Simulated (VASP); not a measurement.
# MnS (F-43m) in VASP: a series of runs

MnS is run at these levels: PBEsol+U; tasks: relaxation of cell and atoms.

Everything below comes from runs of VASP 6.6.1. Logs are shortened: lines on timing, memory, paths and dates and some standing lists are left out, and cuts for length are marked.

**1. The cell of the first run**

It takes space group F-43m (No. 216, cubic). Conventional cell: a = 4.947 Å, b = 4.947 Å, c = 4.947 Å, α = 90.00°, β = 90.00°, γ = 90.00°. Within 2.8 Å of Mn (site symmetry -43m) lie 4 S at 2.14 Å. S (site symmetry -43m) has 4 Mn at 2.14 Å within 2.8 Å.

**2. Relaxation of cell and atoms, PBEsol+U, collinear spin, ferromagnetic start**

INCAR reads:

```
SYSTEM = MnS
PREC = Accurate ; ENCUT = 600
EDIFF = 1E-6 ; ISMEAR = -1
SIGMA = 0.05 ; LREAL = .False.
LASPH = .True. ; NELM = 150
ALGO = Normal ; ISIF = 3
LWAVE = .False. ; LCHARG = .False.
ISPIN = 2 ; MAGMOM = 4 0
LORBIT = 11 ; LMAXMIX = 4
LDAU = .True. ; LDAUTYPE = 2
LDAUL = 2 -1 ; LDAUU = 2 0
LDAUJ = 0 0 ; LDAUPRINT = 1
GGA = PS ; IBRION = 2
NSW = 60 ; EDIFFG = -0.01
```

KPOINTS reads:

```
regular mesh
0
Gamma
  9 9 9
  0 0 0
```

POSCAR reads:

```
MnS
1.0
    0.0000000000      2.4734634191      2.4734634191
    2.4734634191      0.0000000000      2.4734634191
    2.4734634191      2.4734634191      0.0000000000
Mn S
1 1
Direct
    0.0000000000      0.0000000000      0.0000000000
    0.7500000000      0.7500000000      0.7500000000
```

Potentials or basis: VASP PAW PBE potentials, release 64 (Mn_pv, S).

The run is started by

```console
> cat potpaw_PBE.64/Mn_pv/POTCAR potpaw_PBE.64/S/POTCAR > POTCAR
> mpirun -np 1 vasp_std > vasp.out
```

OUTCAR:

```text
SYSTEM = MnS
   PREC = Accurate
   ENCUT = 600
   EDIFF = 1E-6
   ISMEAR = -1
   LREAL = .False.
   LASPH = .True.
   NELM = 150
   ISIF = 3
   ISPIN = 2
   LORBIT = 11
   GGA = PS
   IBRION = 2
   NSW = 60
   EDIFFG = -0.01

 ion  position               nearest neighbor table
   1  0.000  0.000  0.000-   2 2.14   2 2.14   2 2.14   2 2.14
   2  0.750  0.750  0.750-   1 2.14   1 2.14   1 2.14   1 2.14

  LATTYP: Found a face centered cubic cell.
 ALAT       =     4.9469268382

  Lattice vectors:

 A1 = (   0.0000000000,   2.4734634191,   2.4734634191)
 A2 = (   2.4734634191,   0.0000000000,   2.4734634191)
 A3 = (   2.4734634191,   2.4734634191,   0.0000000000)

Analysis of symmetry for initial positions (statically):
=====================================================================
 Subroutine PRICEL returns:
 Original cell was already a primitive cell.

 Routine SETGRP: Setting up the symmetry group for a
 face centered cubic supercell.

 Subroutine GETGRP returns: Found 24 space group operations
 (whereof 24 operations were pure point group operations)
 out of a pool of 48 trial point group operations.

The static configuration has the point symmetry T_d .

Analysis of symmetry for dynamics (positions and initial velocities):
=====================================================================
 Subroutine PRICEL returns:
 Original cell was already a primitive cell.

 Routine SETGRP: Setting up the symmetry group for a
 face centered cubic supercell.

 Subroutine GETGRP returns: Found 24 space group operations
 (whereof 24 operations were pure point group operations)
 out of a pool of 48 trial point group operations.

The dynamic configuration has the point symmetry T_d .

Analysis of structural, dynamic, and magnetic symmetry:
=====================================================================
 Subroutine PRICEL returns:
 Original cell was already a primitive cell.

 Routine SETGRP: Setting up the symmetry group for a
 face centered cubic supercell.

 Subroutine GETGRP returns: Found 24 space group operations
 (whereof 24 operations were pure point group operations)
 out of a pool of 48 trial point group operations.

The overall configuration has the point symmetry T_d .

 Subroutine INISYM returns: Found 24 space group operations
 (whereof 24 operations are pure point group operations),
 and found     1 'primitive' translations

----------------------------------------------------------------------------------------

                                     Primitive cell

  volume of cell :      30.2654

  direct lattice vectors                    reciprocal lattice vectors
     0.000000000  2.473463419  2.473463419    -0.202145702  0.202145702  0.202145702
     2.473463419  0.000000000  2.473463419     0.202145702 -0.202145702  0.202145702
     2.473463419  2.473463419  0.000000000     0.202145702  0.202145702 -0.202145702

  length of vectors
     3.498005513  3.498005513  3.498005513     0.350126627  0.350126627  0.350126627

  position of ions in fractional coordinates (direct lattice)
     0.000000000  0.000000000  0.000000000
     0.750000000  0.750000000  0.750000000

  ion indices of the primitive-cell ions
   primitive index   ion index
                 1           1
                 2           2

----------------------------------------------------------------------------------------

 KPOINTS: regular mesh

Automatic generation of k-mesh.
 Grid dimensions read from file:
 generate k-points for:    9    9    9

 Generating k-lattice:

  Cartesian coordinates                     Fractional coordinates (reciprocal lattice)
    -0.022460634  0.022460634  0.022460634     0.111111111  0.000000000  0.000000000
     0.022460634 -0.022460634  0.022460634     0.000000000  0.111111111  0.000000000
     0.022460634  0.022460634 -0.022460634     0.000000000  0.000000000  0.111111111

  Length of vectors
     0.038902959  0.038902959  0.038902959
[... 60 lines left out ...]
   ISIF   =      3    stress and relaxation
   ISYM   =      2    0-nonsym 1-usesym 2-fastsym
   POTIM  = 0.5000    time-step for ionic-motion
   TEBEG  =    0.0;   TEEND  =   0.0 temperature during run
   PSTRESS=    0.0 pullay stress
   NELECT =      19.0000    total number of electrons
   NUPDOWN=      -1.0000    fix difference up-down
   EMIN   =  10.00;   EMAX   =-10.00  energy-range for DOS
   EFERMI =   0.00;   METHOD = LEGACY
   ISMEAR =    -1;   SIGMA  =   0.05  broadening in eV -4-tet -1-fermi 0-gaus
   EFERMI_NEDOS =   21; number of points for ismear=-14 and -15
   IALGO  =     38    algorithm
   IMIX   =      4    mixing-type and parameters
     AMIX     =   0.40;   BMIX     =  1.00
     AMIX_MAG =   1.60;   BMIX_MAG =  1.00
  volume/ion in A,a.u.               =      15.13       102.12
  Fermi-wavevector in a.u.,A,eV,Ry     =   1.401771  2.648964 26.734947  1.964963
  Thomas-Fermi vector in A             =   2.524600
   LORBIT       =     11    0 simple, 1 ext, 2 COOP (PROOUT), +10 PAW based schemes
 LDA+U is selected, type is set to LDAUTYPE =  2
   angular momentum for each species LDAUL =     2   -1
   U (eV)           for each species LDAUU =   2.0  0.0
   J (eV)           for each species LDAUJ =   0.0  0.0
   GGA     = PS    functional components
   LHFCALC =     F    Hartree Fock is set to
   AEXX    =    0.0000 exact exchange contribution
   IVDW    =     0    specifies the selected vdW correction
   LEPSILON=     F    determine dielectric tensor
   LRPA    =     F    only Hartree local field effects (RPA)
 conjugate gradient relaxation of ions
 spin polarized calculation
  energy-cutoff  :      600.00
  volume of cell :       30.27
 maximum number of plane-waves:      1022
   NGX = 13   NGY = 13   NGZ = 13

--------------------------------------- Ionic step        1  -------------------------------------------

 number of electron      18.9999986 magnetization       3.8653509

 Free energy of the ion-electron system (eV)
  ---------------------------------------------------
  ext. energy  EPLUGINS =         0.00000000
  ---------------------------------------------------
  free energy    TOTEN  =       -12.86566659 eV

  energy without entropy =      -12.85349620  energy(sigma->0) =      -12.85958140

 E-fermi :   7.9908     XC(G=0): -11.3816

 val. band max:        7.9872247747   @ k =  -0.2222   0.1111   0.0000
 cond. band min:       7.9964734096   @ k =  -0.4444   0.2222   0.1111
 fundamental gap:      0.0092486350
 Fermi energy:         7.9908075997

 spin component 1

 k-point     1 :       0.0000    0.0000    0.0000
  band No.  band energies     occupation
      1     -42.0962      1.00000
      2     -42.0962      1.00000
      3     -42.0962      1.00000
      4      -7.8651      1.00000
      5       1.6519      1.00000
      6       1.6519      1.00000
      7       1.6519      1.00000
      8       4.1545      1.00000
      9       4.1545      1.00000
     10       9.8783      0.00000
     11       9.8783      0.00000
     12       9.8783      0.00000
[... 990 lines left out ...]
  FREE ENERGIE OF THE ION-ELECTRON SYSTEM (eV)
  ---------------------------------------------------
  free  energy   TOTEN  =       -14.1084639953 eV

  energy  without entropy=      -14.1084168145  energy(sigma->0) =      -14.10844040

atom =   1  type =  1  l = 2

 onsite density matrix

spin component  1

  0.0733  0.0000 -0.0000 -0.0000 -0.0000
  0.0000  0.0733 -0.0000 -0.0000 -0.0000
 -0.0000 -0.0000  0.0205 -0.0000 -0.0000
 -0.0000 -0.0000 -0.0000  0.0733  0.0000
 -0.0000 -0.0000 -0.0000  0.0000  0.0205

spin component  2

  0.9296 -0.0000  0.0000  0.0000 -0.0000
 -0.0000  0.9296 -0.0000  0.0000 -0.0000
  0.0000 -0.0000  0.9243 -0.0000 -0.0000
  0.0000  0.0000 -0.0000  0.9296 -0.0000
 -0.0000 -0.0000 -0.0000 -0.0000  0.9243

 occupancies and eigenvectors

  o =  0.0205  v =  0.0000  0.0000 -0.9873  0.0000 -0.1589  0.0000  0.0000  0.0000  0.0000  0.0000      0.0000  0.0000  0.0000  0.0000  0.0000  0.0000  0.0000  0.0000  0.0000  0.0000
  o =  0.0205  v =  0.0000  0.0000 -0.1589  0.0000  0.9873  0.0000  0.0000  0.0000  0.0000  0.0000      0.0000  0.0000  0.0000  0.0000  0.0000  0.0000  0.0000  0.0000  0.0000  0.0000
  o =  0.0733  v =  0.0000  0.7936  0.0000  0.6084 -0.0000  0.0000  0.0000  0.0000  0.0000  0.0000      0.0000  0.0000  0.0000  0.0000  0.0000  0.0000  0.0000  0.0000  0.0000  0.0000
  o =  0.0733  v =  0.0000  0.6084 -0.0000 -0.7936 -0.0000  0.0000  0.0000  0.0000  0.0000  0.0000      0.0000  0.0000  0.0000  0.0000  0.0000  0.0000  0.0000  0.0000  0.0000  0.0000
  o =  0.0733  v =  1.0000  0.0000  0.0000  0.0000  0.0000  0.0000  0.0000  0.0000  0.0000  0.0000      0.0000  0.0000  0.0000  0.0000  0.0000  0.0000  0.0000  0.0000  0.0000  0.0000
  o =  0.9243  v =  0.0000  0.0000  0.0000  0.0000  0.0000  0.0000 -0.0000 -0.9130 -0.0000 -0.4080      0.0000  0.0000  0.0000  0.0000  0.0000  0.0000  0.0000  0.0000  0.0000  0.0000
  o =  0.9243  v =  0.0000  0.0000  0.0000  0.0000  0.0000  0.0000 -0.0000  0.4080 -0.0000 -0.9130      0.0000  0.0000  0.0000  0.0000  0.0000  0.0000  0.0000  0.0000  0.0000  0.0000
  o =  0.9296  v =  0.0000  0.0000  0.0000  0.0000  0.0000  1.0000  0.0000  0.0000  0.0000  0.0000      0.0000  0.0000  0.0000  0.0000  0.0000  0.0000  0.0000  0.0000  0.0000  0.0000
  o =  0.9296  v =  0.0000  0.0000  0.0000  0.0000  0.0000  0.0000 -0.2724  0.0000 -0.9622  0.0000      0.0000  0.0000  0.0000  0.0000  0.0000  0.0000  0.0000  0.0000  0.0000  0.0000
  o =  0.9296  v =  0.0000  0.0000  0.0000  0.0000  0.0000  0.0000  0.9622 -0.0000 -0.2724  0.0000      0.0000  0.0000  0.0000  0.0000  0.0000  0.0000  0.0000  0.0000  0.0000  0.0000

--------------------------------------- Ionic step        5  -------------------------------------------

 number of electron      18.9999998 magnetization      -4.9998274

 Free energy of the ion-electron system (eV)
  ---------------------------------------------------
  ext. energy  EPLUGINS =         0.00000000
  ---------------------------------------------------
  free energy    TOTEN  =       -14.10864729 eV

  energy without entropy =      -14.10858555  energy(sigma->0) =      -14.10861642

 E-fermi :   4.4817     XC(G=0):  -9.4576

 val. band max:        4.2654649643   @ k =   0.0000   0.0000   0.0000
 cond. band min:       4.7822505053   @ k =   0.4444   0.4444   0.0000
 fundamental gap:      0.5167855409
 Fermi energy:         4.4817231443

 spin component 1

 k-point     1 :       0.0000    0.0000    0.0000
  band No.  band energies     occupation
      1     -41.6694      1.00000
      2     -41.6694      1.00000
      3     -41.6694      1.00000
      4      -9.1136      1.00000
      5       1.3331      1.00000
      6       1.3331      1.00000
      7       1.3331      1.00000
      8       5.9776      0.00000
      9       5.9776      0.00000
     10       6.1575      0.00000
     11       8.0294      0.00000
     12       8.0294      0.00000
[... 882 lines left out ...]
  FREE ENERGIE OF THE ION-ELECTRON SYSTEM (eV)
  ---------------------------------------------------
  free  energy   TOTEN  =       -14.1086472856 eV

  energy  without entropy=      -14.1085855482  energy(sigma->0) =      -14.10861642

 reached required accuracy - stopping structural energy minimisation

 total charge

# of ion       s       p       d       tot
------------------------------------------
    1        0.266   6.217   4.880  11.363
    2        1.308   2.445   0.000   3.753
--------------------------------------------------
tot          1.573   8.662   4.880  15.116

 magnetization (x)

# of ion       s       p       d       tot
------------------------------------------
    1       -0.048  -0.064  -4.367  -4.479
    2       -0.008  -0.047   0.000  -0.055
--------------------------------------------------
tot         -0.056  -0.111  -4.367  -4.534
```

It took 2 min on 1 thread of Oxide Virtual Turin-like, shared host; peak memory 0.16 GiB.

What came out:

* Free energy: -14.1086 eV
* Relaxed volume: 22.15 Å³/atom
* Relaxed cell: a = 3.972 Å, b = 3.972 Å, c = 3.972 Å, α = 60.00°, β = 60.00°, γ = 60.00°
* Space group after relaxing (to 0.1 Å): F-43m (No. 216)
* Energy gained by relaxing: 621.5 meV/atom
* Ionic steps: 5
* Pressure after relaxing: 0.0 GPa
* Band gap on the k mesh: 0.52 eV (least direct gap 0.90 eV)
* Net moment: -5.00 μB per cell
* Site moments: Mn -4.48; S -0.06 μB
* Valence electrons inside the program's atomic spheres: Mn 11.36; S 3.75

Step by step:
| step | energy change (eV) | largest force (eV/Å) | pressure (GPa) | volume (Å³) |
| --- | --- | --- | --- | --- |
| 1 | 0.0000 | 0.0000 | 33.21 | 30.27 |
| 2 | -1.2281 | 0.0000 | -2.50 | 46.19 |
| 3 | -1.2429 | 0.0000 | 0.22 | 44.23 |
| 4 | -1.2428 | 0.0000 | -0.28 | 44.55 |
| 5 | -1.2430 | 0.0000 | 0.05 | 44.31 |

Final structure:
```yaml
crystal:
  lattice:
    - [0.00000, 2.80854, 2.80854]
    - [2.80854, 0.00000, 2.80854]
    - [2.80854, 2.80854, 0.00000]
  atoms:
    - { symbol: Mn, position: [0.00000, 0.00000, 0.00000] }
    - { symbol: S, position: [0.75000, 0.75000, 0.75000] }
```

Eigenvalues of the final occupation matrices:
```
    site  spin  trace               eigenvalues
site 1 d     1   0.26  0.02 0.02 0.07 0.07 0.07
site 1 d     2   4.64  0.92 0.92 0.93 0.93 0.93
```

Caveat: the volume moved by over 15 % at a fixed basis, so the end points are rough; semilocal functionals underestimate gaps, and a narrow one can read as zero; the PAW data sets were made with another functional, which shifts forces and pressure a little; an odd mesh through Γ misses points on the zone boundary, where band edges can lie; a cell with one magnetic atom can't hold antiferromagnetic order, which such compounds often take.

(Part 1 of 3 ends here.)
